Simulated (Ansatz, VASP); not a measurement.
## MoSe2 in VASP and in Ansatz

The input INCAR:

```
ALGO = Normal ; EDIFF = 1E-6
EDIFFG = -0.005 ; ENCUT = 600
GGA = PE ; IBRION = 2
ISIF = 3 ; ISMEAR = 0
IVDW = 12 ; LASPH = T
LCHARG = F ; LREAL = F
LWAVE = F ; NELM = 80
NSW = 100 ; PREC = Accurate
SIGMA = 0.02
```

KPOINTS

```
k-points
0
Gamma
  12 12 2
```

The input POSCAR:

```
MoSe2
1.0
    3.2777723957      0.0000000000      0.0000000000
   -1.6388861979      2.8386341625      0.0000000000
    0.0000000000      0.0000000000     12.7108750094
Mo Se
2 4
Direct
    0.3333333333      0.6666666667      0.2500000000
    0.6666666667      0.3333333333      0.7500000000
    0.3333333333      0.6666666667      0.6183049646
    0.6666666667      0.3333333333      0.1183049646
    0.3333333333      0.6666666667      0.8816950354
    0.6666666667      0.3333333333      0.3816950354
```

Input for Ansatz:

```yaml
crystal:
  lattice:
    - [3.2777724216, 0.0, 0.0]
    - [-1.6388862108, 2.8386341849, 0.0]
    - [0.0, 0.0, 12.7108749513]
  atoms:
    - { symbol: Mo, position: [0.3333333333, 0.6666666667, 0.25] }
    - { symbol: Mo, position: [0.6666666667, 0.3333333333, 0.75] }
    - { symbol: Se, position: [0.3333333333, 0.6666666667, 0.6183049651] }
    - { symbol: Se, position: [0.6666666667, 0.3333333333, 0.1183049651] }
    - { symbol: Se, position: [0.3333333333, 0.6666666667, 0.8816950349] }
    - { symbol: Se, position: [0.6666666667, 0.3333333333, 0.3816950349] }
basis:
  ecutwfc: 420
kpoints:
  mp_grid: { grid: [12, 12, 2] }
hamiltonian:
  xc: pbe
  dispersion: d3bj
scf:
  occupations: { method: gaussian, width: 0.02 }
output:
  forces: true
  stress: true
  eigenvalues: true
  write_density: true
  write_potential: true
  elf: true
  volumetric_format: npy
relax:
  adjacent_minimum: "off"
  f_tol: 0.005
  max_steps: 80
  cell: { stress_tol: 0.05 }
```

Alike in both runs: task relaxation of cell and atoms; functional PBE; dispersion D3(BJ); k mesh 12 × 12 × 2; occupations gaussian, width 0.02 eV; no spin polarisation.

|  | VASP | Ansatz |
| --- | --- | --- |
| version | VASP 6.6.1 | Ansatz 0.2.0 |
| potentials or method | VASP PAW PBE potentials, release 64 (Mo_sv, Se), cutoff 600 eV | scalar-relativistic, plane waves, PAW |
| valence electrons in the cell | 52 | 92 |

```csv
,VASP,Ansatz,Ansatz less VASP
"gap on the k mesh at the Fermi level, each at its own relaxed structure (eV)",0.76,0.77,+0.012
relaxed volume (Å³/atom),19.74,19.72,-0.013
relaxed cell length with the largest relative difference (Å),12.720,12.732,+0.0120
```

VASP's potentials hold 52 valence electrons a cell and Ansatz's 92, so a difference there can come from the potentials and not from the codes.
